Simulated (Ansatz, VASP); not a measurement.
# AlPtC4N4 in VASP and in Ansatz

```
Al Pt C N
1.0
     5.78053    0.00000    0.00000
     0.00000    5.78053    0.00000
     0.00000    0.00000    5.78053
Al Pt C N
1 1 4 4
Direct
  0.50000 0.50000 0.50000
  0.00000 0.00000 0.00000
  0.19832 0.19832 0.19832
  0.19832 0.80168 0.80168
  0.80168 0.19832 0.80168
  0.80168 0.80168 0.19832
  0.31621 0.31621 0.31621
  0.31621 0.68379 0.68379
  0.68379 0.31621 0.68379
  0.68379 0.68379 0.31621
```

Alike in both runs: functional PBE; k mesh 4 × 4 × 4; occupations gaussian, width 0.1 eV; no spin polarisation.

Ansatz relaxed the structure, and its values are those at the end. VASP's run is a single point on that final structure, the one shown.

|  | VASP | Ansatz |
| --- | --- | --- |
| version | VASP 6.6.1 | Ansatz 0.2.0 |
| potentials or method | VASP PAW PBE potentials, release 64 (Al, Pt, C, N), cutoff 520 eV | scalar-relativistic, plane waves, PAW |
| valence electrons in the cell | 49 | 57 |

|  | VASP | Ansatz | Ansatz less VASP |
| --- | --- | --- | --- |
| gap on the k mesh at the Fermi level (eV) | none | none | - |
| pressure (GPa) | 0.2 | -0.1 | -0.22 |
| rms of the force components (eV/Å) | 0.162 | 0.011 | -0.1503 |

A gap of «none» marks a metal or a gap that the smearing closes. One of these differences is far larger than is usual between the two programs; its cause wasn't traced. With one functional, cell and mesh, what is left measures potentials, basis and numerics. VASP's potentials hold 49 valence electrons a cell and Ansatz's 57, so a difference there can come from the potentials and not from the codes.

Neither program's run includes spin-orbit coupling. Noted on VASP's run: the standard files for N, O and F lose accuracy on very short bonds.
